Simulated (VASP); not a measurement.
# Ta3H in VASP: relaxation of the atoms with PBE

Aim: the relaxation of the atoms of Ta3H with PBE.

All numbers are computed with VASP 6.6.1; they aren't measurements. Logs are shortened: lines on timing, memory, paths and dates and some standing lists are left out, and cuts for length are marked.

## 1. The cell of the first run

The cell holds a slab with vacuum, 4 atoms: a = 2.874 Å, b = 2.874 Å, c = 20.027 Å, α = 90.00°, β = 90.00°, γ = 109.47°.

## 2. Relaxation of the atoms, PBE

INCAR

```
SYSTEM = Ta3H
PREC = Accurate
ENCUT = 520
EDIFF = 1E-7
ISMEAR = 0
SIGMA = 0.1
LREAL = .FALSE.
LASPH = .TRUE.
NELM = 80
ALGO = Fast
ISIF = 2
LWAVE = .FALSE.
LCHARG = .FALSE.
LDIPOL = .TRUE.
IDIPOL = 3
DIPOL = 0.5 0.5 0.354
GGA = PE
IBRION = 2
NSW = 36
EDIFFG = -0.025
```

KPOINTS

```
regular mesh
0
G
  10 10 1
  0 0 0
```

POSCAR

```
Ta3H
1.0
    2.8743098521      0.0000000000      0.0000000000
   -0.9581032840      2.7099253168      0.0000000000
    0.0000000000      0.0000000000     20.0266897122
Ta H
3 1
Selective dynamics
Direct
    0.5000000000      0.5000000000      0.1997334586  F F F
    0.0000000000      0.0000000000      0.3127671377  F F F
    0.5000000000      0.5000000000      0.4257663066  F F F
    0.8333333333      1.1666666667      0.4778049245  F F T
```

Potentials or basis: VASP PAW PBE potentials, release 64 (Ta_pv, H).

The run is started by

```bash
cat potpaw_PBE.64/Ta_pv/POTCAR potpaw_PBE.64/H/POTCAR > POTCAR
mpirun -np 1 vasp_std > vasp.out
```

OUTCAR:

```text
SYSTEM = Ta3H
   PREC = Accurate
   ENCUT = 520
   EDIFF = 1E-7
   ISMEAR = 0
   LREAL = .FALSE.
   LASPH = .TRUE.
   NELM = 80
   ISIF = 2
   GGA = PE
   IBRION = 2
   NSW = 36
   EDIFFG = -0.025

 ion  position               nearest neighbor table
   1  0.500  0.500  0.200-   2 2.81   2 2.81   2 3.26   2 3.26
   2  0.000  0.000  0.313-   3 2.81   3 2.81   1 2.81   1 2.81   3 3.26   3 3.26   1 3.26   1 3.26

   3  0.500  0.500  0.426-   4 1.88   4 2.11   4 2.11   2 2.81   2 2.81   2 3.26   2 3.26
   4  0.833  0.167  0.478-   3 1.88   3 2.11   3 2.11

  LATTYP: Found a base centered orthorhombic cell.
 ALAT       =     3.3189671337
 B/A-ratio  =     1.4142135624
 C/A-ratio  =     6.0340126629

  Lattice vectors:

 A1 = (   2.8743098521,   0.0000000000,   0.0000000000)
 A2 = (  -0.9581032840,   2.7099253168,   0.0000000000)
 A3 = (   0.0000000000,   0.0000000000,  20.0266897122)

Analysis of symmetry for initial positions (statically):
=====================================================================
 Subroutine PRICEL returns:
 Original cell was already a primitive cell.

 Routine SETGRP: Setting up the symmetry group for a
 base centered orthorhombic supercell.

 Subroutine GETGRP returns: Found  2 space group operations
 (whereof  2 operations were pure point group operations)
 out of a pool of  8 trial point group operations.

The static configuration has the point symmetry C_1h.

Analysis of symmetry for dynamics (positions and initial velocities):
=====================================================================
 Subroutine PRICEL returns:
 Original cell was already a primitive cell.

 Routine SETGRP: Setting up the symmetry group for a
 base centered orthorhombic supercell.

 Subroutine GETGRP returns: Found  2 space group operations
 (whereof  2 operations were pure point group operations)
 out of a pool of  8 trial point group operations.

The dynamic configuration has the point symmetry C_1h.

Analysis of constrained symmetry for selective dynamics:
=====================================================================
 Subroutine PRICEL returns:
 Original cell was already a primitive cell.

 Routine SETGRP: Setting up the symmetry group for a
 base centered orthorhombic supercell.

[... 121 lines left out ...]
   EMIN   =  10.00;   EMAX   =-10.00  energy-range for DOS
   EFERMI =   0.00;   METHOD = LEGACY
   ISMEAR =     0;   SIGMA  =   0.10  broadening in eV -4-tet -1-fermi 0-gaus
   EFERMI_NEDOS =   21; number of points for ismear=-14 and -15
   IALGO  =     68    algorithm
   IMIX   =      4    mixing-type and parameters
     AMIX     =   0.40;   BMIX     =  1.00
     AMIX_MAG =   1.60;   BMIX_MAG =  1.00
  volume/ion in A,a.u.               =      39.00       263.17
  Fermi-wavevector in a.u.,A,eV,Ry     =   0.985223  1.861801 13.206684  0.970664
  Thomas-Fermi vector in A             =   2.116514
   LORBIT       =      0    0 simple, 1 ext, 2 COOP (PROOUT), +10 PAW based schemes
   GGA     = PE    functional components
   LHFCALC =     F    Hartree Fock is set to
   AEXX    =    0.0000 exact exchange contribution
   IVDW    =     0    specifies the selected vdW correction
   LEPSILON=     F    determine dielectric tensor
   LRPA    =     F    only Hartree local field effects (RPA)
 conjugate gradient relaxation of ions
 non-spin polarized calculation
 RMM-DIIS sequential band-by-band and
 Gauss-broadening in eV      SIGMA  =   0.10
  energy-cutoff  :      520.00
  volume of cell :      155.99
 maximum number of plane-waves:      4238
 NGX is ok and might be reduce to    24
   NGX = 11   NGY = 11   NGZ = 75

 dipolmoment           0.000000      0.000000      0.009105 electrons x Angstroem

--------------------------------------- Ionic step        1  -------------------------------------------

 number of electron      33.9999997 magnetization

 Free energy of the ion-electron system (eV)
  ---------------------------------------------------
  ext. energy  EPLUGINS =         0.00000000
  ---------------------------------------------------
  free energy    TOTEN  =       -37.49514273 eV

  energy without entropy =      -37.48193455  energy(sigma->0) =      -37.48853864

------------------------ aborting loop because EDIFF is reached ----------------------------------------

  FORCE on cell =-STRESS in cart. coord.  units (eV):
  Direction    XX          YY          ZZ          XY          YZ          ZX
  --------------------------------------------------------------------------------------
  -------------------------------------------------------------------------------------
  Total       -0.9377706     -2.0446097      1.1962444     -1.5653068     -0.4776938      0.6755605
  in kB       -9.6317928    -21.0000783     12.2865629    -16.0771835     -4.9063675      6.9386466
  external PRESSURE =      -6.1151028 kB  Pullay stress =       0.0000000 kB
[... 101 lines left out ...]
--------------------------------------- Ionic step        4  -------------------------------------------

 number of electron      33.9999997 magnetization

 dipolmoment           0.000000      0.000000     -0.016676 electrons x Angstroem

 Free energy of the ion-electron system (eV)
  ---------------------------------------------------
  ext. energy  EPLUGINS =         0.00000000
  ---------------------------------------------------
  free energy    TOTEN  =       -37.50147809 eV

  energy without entropy =      -37.48809387  energy(sigma->0) =      -37.49478598

 E-fermi :  -0.7810     XC(G=0):  -5.4979

 val. band max:       -0.8360401064   @ k =  -0.2000   0.1000   0.0000
 cond. band min:      -0.7807027915   @ k =  -0.2000   0.2000   0.0000
 fundamental gap:      0.0553373149
 Fermi energy:        -0.7809665080

 k-point     1 :       0.0000    0.0000    0.0000
  band No.  band energies     occupation
      1     -35.2660      2.00000
      2     -34.9785      2.00000
      3     -34.5282      2.00000
      4     -34.4482      2.00000
      5     -34.2343      2.00000
      6     -34.2238      2.00000
[... 565 lines left out ...]
     20       1.8864      0.00000
     21       2.6203      0.00000

 [... further k-points ...]

------------------------ aborting loop because EDIFF is reached ----------------------------------------

 vacuum level on the upper side and lower side of the slab       (xc-potential included)        -0.300         0.025

  FORCE on cell =-STRESS in cart. coord.  units (eV):
  Direction    XX          YY          ZZ          XY          YZ          ZX
  --------------------------------------------------------------------------------------
  -------------------------------------------------------------------------------------
  Total       -1.2091776     -2.2405839      0.9167153     -1.4586289     -0.4213801      0.5959209
  in kB      -12.4193992    -23.0129197      9.4155346    -14.9815004     -4.3279725      6.1206722
  external PRESSURE =      -8.6722614 kB  Pullay stress =       0.0000000 kB
[... 19 lines left out ...]
  FREE ENERGIE OF THE ION-ELECTRON SYSTEM (eV)
  ---------------------------------------------------
  free  energy   TOTEN  =       -37.5014780941 eV

  energy  without entropy=      -37.4880938749  energy(sigma->0) =      -37.49478598

 reached required accuracy - stopping structural energy minimisation

 vacuum level on the upper side and lower side of the slab         3.514         3.834
```

OSZICAR:

```text
N       E                     dE             d eps       ncg     rms          rms(c)
DAV:   1     0.244171237994E+03    0.24417E+03   -0.19504E+04  1694   0.141E+03
DAV:   2    -0.277577180808E+02   -0.27193E+03   -0.26521E+03  1462   0.356E+02
DAV:   3    -0.399595513973E+02   -0.12202E+02   -0.11616E+02  1688   0.647E+01
[... 64 lines left out ...]
RMM:   8    -0.375014775557E+02   -0.18064E-06   -0.24416E-07   874   0.188E-03    0.600E-04
RMM:   9    -0.375014777785E+02   -0.22273E-06   -0.77616E-08   776   0.127E-03    0.137E-04
RMM:  10    -0.375014778903E+02   -0.11186E-06   -0.37204E-08   492   0.757E-04    0.102E-04
RMM:  11    -0.375014780575E+02   -0.16721E-06   -0.32021E-08   440   0.647E-04    0.762E-05
RMM:  12    -0.375014780941E+02   -0.36531E-07   -0.13259E-08   375   0.528E-04
   4 F= -.37501478E+02 E0= -.37494786E+02  d E =-.633537E-02
```

CONTCAR:

```text
Ta3H
   1.00000000000000
     2.8743098521000001    0.0000000000000000    0.0000000000000000
    -0.9581032840000000    2.7099253168000002    0.0000000000000000
     0.0000000000000000    0.0000000000000000   20.0266897121999996
  Ta              H
     3     1
Selective dynamics
Direct
     0.5000000000000000    0.5000000000000000    0.1997334586000008   F   F   F
     0.0000000000000000    0.0000000000000000    0.3127671376999999   F   F   F
     0.5000000000000000    0.5000000000000000    0.4257663066000035   F   F   F
     0.8333333332999970    0.1666666667000030    0.4805588202639422   F   F   T

  0.00000000E+00  0.00000000E+00  0.00000000E+00
  0.00000000E+00  0.00000000E+00  0.00000000E+00
  0.00000000E+00  0.00000000E+00  0.00000000E+00
  0.00000000E+00  0.00000000E+00  0.00000000E+00
```

Run time: 4.2 min. Hardware: 1 thread of Oxide Virtual Turin-like, shared host; peak memory 0.31 GiB.

What came out:

* Free energy: -37.5015 eV
* Energy gained by relaxing: 1.6 meV/atom
* Ionic steps: 4
* Band gap on the k mesh: zero (bands 17 and 18 overlap by 1.42 eV)

Step by step:
| step | energy change (eV) | largest force on free atoms (eV/Å) | pressure (GPa) |
| --- | --- | --- | --- |
| 1 | 0.0000 | 0.2304 | -0.61 |
| 2 | -0.0023 | 0.1838 | -0.66 |
| 3 | -0.0061 | 0.0446 | -0.82 |
| 4 | -0.0063 | 0.0001 | -0.87 |

Final structure:
```yaml
crystal:
  lattice:
    - [2.87431, 0.00000, 0.00000]
    - [-0.95810, 2.70993, 0.00000]
    - [0.00000, 0.00000, 20.02669]
  atoms:
    - { symbol: Ta, position: [0.50000, 0.50000, 0.19973] }
    - { symbol: Ta, position: [0.00000, 0.00000, 0.31277] }
    - { symbol: Ta, position: [0.50000, 0.50000, 0.42577] }
    - { symbol: H, position: [0.83333, 0.16667, 0.48056] }
```

Caveat: spin-orbit coupling is left out, which moves the levels of the heavy elements.
